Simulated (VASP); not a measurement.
**Ga3As3H: single point with PBE**

Ga3As3H, a slab with vacuum:

```
Ga As H
1.0
     4.06296    0.00000    0.00000
     0.00000    5.74589    0.00000
     0.00000    0.00000   19.89244
Ga As H
3 3 1
Direct
  0.50000 0.50000 0.20108
  0.00000 0.06360 0.31462
  0.50000 0.48779 0.37962
  0.00000 0.25000 0.20108
  0.50000 0.80956 0.29456
  0.00000 0.28941 0.42189
  0.00000 0.12274 0.48232
```

```json
{
 "Program": "VASP 6.6.1",
 "Task": "single point",
 "Functional": "PBE",
 "Potentials or basis": "VASP PAW PBE potentials, release 64 (Ga_d, As, H)",
 "Cutoff": "520 eV",
 "k mesh": "7 × 5 × 1",
 "Occupations": "gaussian, width 0.05 eV",
 "Spin": "collinear spin",
 "Starting moments": "[0.0, 0.0, 0.0, 0.0, 0.0, 0.0, 1.0] μB"
}
```

| Property | Result |
| --- | --- |
| Largest force | 0.691 eV/Å |
| Net moment | 0.00 μB per cell |
| Valence electrons inside the program's atomic spheres | Ga 11.54, 11.60, 11.56; As 2.73, 2.75, 2.83; H 0.54 |

Forces in eV/Å, atoms in the order of the input:
```
Ga   0.000 -0.325  0.423
Ga   0.000 -0.154 -0.566
Ga   0.000  0.237 -0.048
As   0.000  0.159 -0.197
As   0.000 -0.233  0.650
As   0.000  0.401 -0.302
H    0.000 -0.084  0.039
```

Levels at points of the mesh, in eV from the Fermi level:
Spin up:
| k point | band 24 | band 25 | band 26 | band 27 | band 28 | band 29 | band 30 | band 31 |
| --- | --- | --- | --- | --- | --- | --- | --- | --- |
| (0.00, 0.00, 0.00) | -3.03 | -1.96 | -1.93 | -0.84 | -0.73 | 0.26 | 1.12 | 1.73 |
Spin down:
```tsv
k point	band 24	band 25	band 26	band 27	band 28	band 29	band 30	band 31
(0.00, 0.00, 0.00)	-3.03	-1.96	-1.93	-0.84	-0.73	0.26	1.12	1.73
```

Run time: 14 min on 1 thread of Intel(R) Xeon(R) Platinum 8559C (Emerald Rapids), on a shared host, peak memory 0.85 GiB.
